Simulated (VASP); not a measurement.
# Ti (P6_3/mmc) in VASP: notebook

Ti is run at these levels: PBEsol+D4; tasks: single point, relaxation of cell and atoms.

All numbers are computed with VASP 6.6.1; they aren't measurements. Logs are shortened: lines on timing, memory, paths and dates and some standing lists are left out, and cuts for length are marked.

**1. The cell of the first run**

The structure is hexagonal, space group P6_3/mmc (No. 194). Conventional cell: a = 2.900 Å, b = 2.900 Å, c = 4.600 Å, α = 90.00°, β = 90.00°, γ = 120.00°. Within 3.7 Å of Ti (site symmetry -6m2) lie 12 Ti at 2.84 to 2.90 Å.

**2. Single point, PBEsol+D4**

Input file INCAR:

```
SYSTEM = Ti
ALGO = Normal ; EDIFF = 1E-6
ENCUT = 500 ; GGA = PS
GGA_COMPAT = .FALSE. ; ISIF = 2
ISMEAR = 0 ; IVDW = 13
LASPH = .TRUE. ; LCHARG = .FALSE.
LREAL = .FALSE. ; LWAVE = .FALSE.
NBANDS = 19 ; NELM = 120
PREC = Accurate ; SIGMA = 0.1
```

Input file KPOINTS:

```
k-points
0
G
  9 9 4
  0 0 0
```

Input file POSCAR:

```
Ti
1.0
    2.9000000000      0.0000000000      0.0000000000
   -1.4500000000      2.5114737000      0.0000000000
    0.0000000000      0.0000000000      4.6000000000
Ti
2
Direct
    0.3333333000      0.6666667000      0.2500000000
    0.6666667000      0.3333333000      0.7500000000
```

Potentials or basis: VASP PAW PBE potentials, release 64 (Ti_sv).

The run is started by

```sh
> cat potpaw_PBE.64/Ti_sv/POTCAR > POTCAR
> mpirun -np 1 vasp_std > vasp.out
```

OUTCAR:

```text
SYSTEM = Ti
   EDIFF = 1E-6
   ENCUT = 500
   GGA = PS
   ISIF = 2
   ISMEAR = 0
   IVDW = 13
   LASPH = .TRUE.
   LREAL = .FALSE.
   NELM = 120
   PREC = Accurate

 ion  position               nearest neighbor table
   1  0.333  0.667  0.250-   2 2.84   2 2.84   2 2.84   2 2.84   2 2.84   2 2.84
   2  0.667  0.333  0.750-   1 2.84   1 2.84   1 2.84   1 2.84   1 2.84   1 2.84

  LATTYP: Found a hexagonal cell.
 ALAT       =     2.9000000000
 C/A-ratio  =     1.5862068966

  Lattice vectors:

 A1 = (   2.9000000000,   0.0000000000,   0.0000000000)
 A2 = (  -1.4500000000,   2.5114737000,   0.0000000000)
 A3 = (   0.0000000000,   0.0000000000,   4.6000000000)

Analysis of symmetry for initial positions (statically):
=====================================================================
 Subroutine PRICEL returns:
 Original cell was already a primitive cell.

 Routine SETGRP: Setting up the symmetry group for a
 hexagonal supercell.

 Subroutine GETGRP returns: Found 24 space group operations
 (whereof 12 operations were pure point group operations)
 out of a pool of 24 trial point group operations.

The static configuration has the point symmetry D_3d.
 The point group associated with its full space group is D_6h.

Analysis of symmetry for dynamics (positions and initial velocities):
=====================================================================
 Subroutine PRICEL returns:
 Original cell was already a primitive cell.

 Routine SETGRP: Setting up the symmetry group for a
 hexagonal supercell.

 Subroutine GETGRP returns: Found 24 space group operations
 (whereof 12 operations were pure point group operations)
 out of a pool of 24 trial point group operations.

The dynamic configuration has the point symmetry D_3d.
 The point group associated with its full space group is D_6h.

 Subroutine INISYM returns: Found 24 space group operations
 (whereof 12 operations are pure point group operations),
 and found     1 'primitive' translations

----------------------------------------------------------------------------------------

                                     Primitive cell

  volume of cell :      33.5031

  direct lattice vectors                    reciprocal lattice vectors
     2.900000000  0.000000000  0.000000000     0.344827586  0.199086297  0.000000000
    -1.450000000  2.511473700  0.000000000     0.000000000  0.398172595  0.000000000
     0.000000000  0.000000000  4.600000000     0.000000000  0.000000000  0.217391304

  length of vectors
     2.900000000  2.900000025  4.600000000     0.398172598  0.398172595  0.217391304

  position of ions in fractional coordinates (direct lattice)
     0.333333300  0.666666700  0.250000000
     0.666666700  0.333333300  0.750000000

  ion indices of the primitive-cell ions
   primitive index   ion index
                 1           1
                 2           2

----------------------------------------------------------------------------------------

 KPOINTS: k-points

Automatic generation of k-mesh.
 Grid dimensions read from file:
 generate k-points for:    9    9    4

 Generating k-lattice:

  Cartesian coordinates                     Fractional coordinates (reciprocal lattice)
     0.038314176  0.022120700  0.000000000     0.111111111  0.000000000  0.000000000
     0.000000000  0.044241399  0.000000000     0.000000000  0.111111111  0.000000000
     0.000000000  0.000000000  0.054347826     0.000000000  0.000000000  0.250000000

  Length of vectors
     0.044241400  0.044241399  0.054347826

  Shift w.r.t. Gamma in fractional coordinates (k-lattice)
     0.000000000  0.000000000  0.000000000

 Subroutine IBZKPT returns following result:
 ===========================================

 Found     36 irreducible k-points:

 Following reciprocal coordinates:
            Coordinates               Weight
  0.000000  0.000000  0.000000      1.000000
  0.111111 -0.000000  0.000000      6.000000
  0.222222  0.000000  0.000000      6.000000
  0.333333  0.000000  0.000000      6.000000
  0.444444  0.000000  0.000000      6.000000
  0.111111  0.111111  0.000000      6.000000
[... 16 lines left out ...]
  0.333333  0.222222  0.250000     24.000000
  0.333333  0.333333  0.250000      4.000000
 [... further k-points ...]
   k-points           NKPTS =     36   k-points in BZ     NKDIM =     36   number of bands    NBANDS=     19
   number of dos      NEDOS =    301   number of ions     NIONS =      2
   total plane-waves  NPLWV =  20736
   dimension x,y,z NGX =    24 NGY =   24 NGZ =   36
   dimension x,y,z NGXF=    48 NGYF=   48 NGZF=   72
   ions per type =               2
   NGX,Y,Z   is equivalent  to a cutoff of  13.76, 13.76, 13.01 a.u.
   NGXF,Y,Z  is equivalent  to a cutoff of  27.52, 27.52, 26.02 a.u.
 SYSTEM =  Ti
   PREC   = accura    normal or accurate (medium, high low for compatibility)
   ISTART =      0    job   : 0-new  1-cont  2-samecut
   ICHARG =      2    charge: 1-file 2-atom 10-const
   ISPIN  =      1    spin polarized calculation?
   LNONCOLLINEAR =      F non collinear calculations
   LSORBIT =      F    spin-orbit coupling
   LASPH  =      T    aspherical Exc in radial PAW
   ENCUT  =  500.0 eV  36.75 Ry    6.06 a.u.   5.29  5.29  8.39*2*pi/ulx,y,z
   NELM   =    120;   NELMIN=  2; NELMDL= -5     # of ELM steps
   EDIFF  = 0.1E-05   stopping-criterion for ELM
   LREAL  =      F    real-space projection
[... 7 lines left out ...]
   TEBEG  =    0.0;   TEEND  =   0.0 temperature during run
   PSTRESS=    0.0 pullay stress
   NELECT =      24.0000    total number of electrons
   NUPDOWN=      -1.0000    fix difference up-down
   EMIN   =  10.00;   EMAX   =-10.00  energy-range for DOS
   EFERMI =   0.00;   METHOD = LEGACY
   ISMEAR =     0;   SIGMA  =   0.10  broadening in eV -4-tet -1-fermi 0-gaus
   EFERMI_NEDOS =   21; number of points for ismear=-14 and -15
   IALGO  =     38    algorithm
   IMIX   =      4    mixing-type and parameters
     AMIX     =   0.40;   BMIX     =  1.00
     AMIX_MAG =   1.60;   BMIX_MAG =  1.00
  volume/ion in A,a.u.               =      16.75       113.04
  Fermi-wavevector in a.u.,A,eV,Ry     =   1.464818  2.768105 29.193921  2.145693
  Thomas-Fermi vector in A             =   2.580749
   LORBIT       =      0    0 simple, 1 ext, 2 COOP (PROOUT), +10 PAW based schemes
   GGA     = PS    functional components
   LHFCALC =     F    Hartree Fock is set to
   AEXX    =    0.0000 exact exchange contribution
   IVDW    =    13    specifies the selected vdW correction
   LEPSILON=     F    determine dielectric tensor
   LRPA    =     F    only Hartree local field effects (RPA)
 non-spin polarized calculation
 Gauss-broadening in eV      SIGMA  =   0.10
  energy-cutoff  :      500.00
  volume of cell :       33.50
 maximum number of plane-waves:       860
 NGX is ok and might be reduce to    24
   NGX = 11   NGY = 11   NGZ = 17

 number of electron      23.9999999 magnetization

 Free energy of the ion-electron system (eV)
  ---------------------------------------------------
  ext. energy  EPLUGINS =         0.00000000
  ---------------------------------------------------
  free energy    TOTEN  =       -16.69346436 eV

  energy without entropy =      -16.68535211  energy(sigma->0) =      -16.68940824

 E-fermi :   8.5613     XC(G=0): -11.8095

 val. band max:        8.4948603990   @ k =   0.1111   0.1111   0.2500
 cond. band min:       8.5673787469   @ k =   0.2222   0.2222   0.5000
 fundamental gap:      0.0725183479
 Fermi energy:         8.5613062118

 k-point     1 :       0.0000    0.0000    0.0000
  band No.  band energies     occupation
      1     -47.9749      2.00000
      2     -47.8142      2.00000
      3     -24.7093      2.00000
      4     -23.9815      2.00000
      5     -23.9815      2.00000
      6     -23.9041      2.00000
[... 11 lines left out ...]
     18      10.2830      0.00000
     19      11.8942      0.00000

 k-point     2 :       0.1111   -0.0000    0.0000
  band No.  band energies     occupation
      1     -47.9608      2.00000
      2     -47.8086      2.00000
      3     -24.6787      2.00000
      4     -24.0442      2.00000
      5     -24.0022      2.00000
      6     -23.9333      2.00000
[... 11 lines left out ...]
     18      10.1400      0.00000
     19      11.9946      0.00000

 k-point     3 :       0.2222    0.0000    0.0000
  band No.  band energies     occupation
      1     -47.9236      2.00000
      2     -47.7958      2.00000
      3     -24.5947      2.00000
      4     -24.2044      2.00000
      5     -24.0915      2.00000
      6     -24.0520      2.00000
[... 11 lines left out ...]
     18      10.7575      0.00000
     19      12.1648      0.00000

 k-point     4 :       0.3333    0.0000    0.0000
  band No.  band energies     occupation
      1     -47.8773      2.00000
      2     -47.7848      2.00000
      3     -24.4800      2.00000
      4     -24.3884      2.00000
      5     -24.2624      2.00000
      6     -24.1057      2.00000
[... 11 lines left out ...]
     18      11.5655      0.00000
     19      12.2819      0.00000

 k-point     5 :       0.4444    0.0000    0.0000
  band No.  band energies     occupation
      1     -47.8415      2.00000
      2     -47.7830      2.00000
      3     -24.5088      2.00000
      4     -24.3781      2.00000
      5     -24.3699      2.00000
      6     -24.1397      2.00000
[... 11 lines left out ...]
     18      12.3331      0.00000
     19      12.6772      0.00000
[... 334 lines left out ...]
      2     -47.7910      2.00000
      3     -24.5742      2.00000
      4     -24.4666      2.00000
      5     -24.2440      2.00000
      6     -24.1263      2.00000
[... 11 lines left out ...]
     18      12.2911      0.00000
     19      13.0553      0.00000

 k-point    22 :       0.2222    0.2222    0.2500
  band No.  band energies     occupation
      1     -47.8439      2.00000
      2     -47.7930      2.00000
      3     -24.4990      2.00000
      4     -24.4120      2.00000
      5     -24.2023      2.00000
      6     -24.1915      2.00000
[... 11 lines left out ...]
     18      12.1524      0.00000
     19      12.7669      0.00000

 k-point    23 :       0.3333    0.2222    0.2500
  band No.  band energies     occupation
      1     -47.8168      2.00000
      2     -47.7912      2.00000
      3     -24.5051      2.00000
      4     -24.4398      2.00000
      5     -24.2927      2.00000
      6     -24.1659      2.00000
[... 11 lines left out ...]
     18      12.2628      0.00000
     19      13.8513      0.00000

 k-point    24 :       0.3333    0.3333    0.2500
  band No.  band energies     occupation
      1     -47.7989      2.00000
      2     -47.7989      2.00000
      3     -24.4313      2.00000
      4     -24.4313      2.00000
      5     -24.3845      2.00000
      6     -24.2001      2.00000
[... 11 lines left out ...]
     18      11.8744      0.00000
     19      15.4227      0.00000

 [... further k-points ...]

------------------------ aborting loop because EDIFF is reached ----------------------------------------

  DFT-D4 for vdW energy calculation

  Edisp (eV):   -0.24319

  FORCE on cell =-STRESS in cart. coord.  units (eV):
  Direction    XX          YY          ZZ          XY          YZ          ZX
  --------------------------------------------------------------------------------------
  -------------------------------------------------------------------------------------
  Total      -0.27620    -0.27620    -0.52613     0.00000    -0.00000     0.00000
  in kB     -13.20843   -13.20843   -25.16045     0.00000    -0.00000     0.00000
  external pressure =      -17.19 kB  Pullay stress =        0.00 kB

 VOLUME and BASIS-vectors are now :
 -----------------------------------------------------------------------------
  energy-cutoff  :      500.00
  volume of cell :       33.50
      direct lattice vectors                 reciprocal lattice vectors
     2.900000000  0.000000000  0.000000000     0.344827586  0.199086297  0.000000000
    -1.450000000  2.511473700  0.000000000     0.000000000  0.398172595  0.000000000
     0.000000000  0.000000000  4.600000000     0.000000000  0.000000000  0.217391304

 POSITION                                       TOTAL-FORCE (eV/Angst)
 -----------------------------------------------------------------------------------
     -0.00000      1.67432      1.15000         0.000000      0.000000      0.000000
      1.45000      0.83716      3.45000        -0.000000     -0.000000      0.000000
 -----------------------------------------------------------------------------------
    total drift:                               -0.000091      0.000053     -0.000002

  FREE ENERGIE OF THE ION-ELECTRON SYSTEM (eV)
  ---------------------------------------------------
  free  energy   TOTEN  =       -16.9366557021 eV

  energy  without entropy=      -16.9285434474  energy(sigma->0) =      -16.93259957
```

It took 32 s on 1 thread of Intel Xeon 8259CL, shared host; peak memory 0.16 GiB.

What came out:

```
Free energy                : -16.9367 eV
Pressure                   : -1.7 GPa
Band gap on the k mesh     : zero (bands 12 and 13 overlap by 0.99 eV)
Dispersion energy per atom : -0.122 eV
```

Stress tensor (GPa, compression positive):
```
-1.32  0.00  0.00
 0.00 -1.32  0.00
 0.00  0.00 -2.52
```

Caveat: the PAW data sets were made with another functional, which shifts forces and pressure a little.

**3. Single point, PBEsol+D4**

This run uses another cell than the first one, of 16.56 Å³/atom.

Input file INCAR:

```
SYSTEM = Ti
PREC = Accurate
ENCUT = 500
EDIFF = 1E-6
ISMEAR = 0
SIGMA = 0.1
LREAL = .FALSE.
LASPH = .TRUE.
NELM = 120
ALGO = Normal
ISIF = 2
LWAVE = .FALSE.
LCHARG = .FALSE.
GGA = PS
IVDW = 13
NBANDS = 19
GGA_COMPAT = .FALSE.
```

Input file KPOINTS:

```
regular mesh
0
G
  18 18 10
  0 0 0
```

Input file POSCAR:

```
Ti
1.0
    2.8909630292      0.0000000000      0.0000000000
   -1.4454815146      2.5036474247      0.0000000000
    0.0000000000      0.0000000000      4.5767780982
Ti
2
Direct
    0.3333333333      0.6666666667      0.2500000000
    0.6666666667      0.3333333333      0.7500000000
```

Potentials or basis: VASP PAW PBE potentials, release 64 (Ti_sv).

The run is started by

```sh
> cat potpaw_PBE.64/Ti_sv/POTCAR > POTCAR
> mpirun -np 1 vasp_std > vasp.out
```

Run time: 2.7 min. Hardware: 1 thread of Intel Xeon 8259CL, shared host; peak memory 0.23 GiB.

Results (log left out):

* Free energy: -16.9289 eV
* Pressure: -0.3 GPa
* Band gap on the k mesh: zero (bands 12 and 13 overlap by 1.12 eV)
* Dispersion energy per atom: -0.123 eV

Levels at points of the mesh, in eV from the Fermi level:
```
           k point  band 8  band 9  band 10  band 11  band 12  band 13  band 14  band 15  band 16  band 17
(0.00, 0.00, 0.00)  -32.44   -6.33    -2.82     0.79     0.79     0.91     0.92     1.33     1.33     1.69
(0.50, 0.00, 0.00)  -32.52   -2.42    -2.31    -1.99    -0.58     0.47     0.66     1.24     3.55     3.79
(0.00, 0.00, 0.50)  -32.50   -4.40    -4.40     0.08     0.08     0.69     0.69     0.69     0.69     2.96
(0.50, 0.00, 0.50)  -32.62   -2.69    -2.69    -0.88    -0.88     1.46     1.46     1.81     1.81     3.70
```

Caveat: the PAW data sets were made with another functional, which shifts forces and pressure a little.

[end of part 1 of 2]

The gap in the log of VASP goes by the Fermi energy; the results here count the filled bands.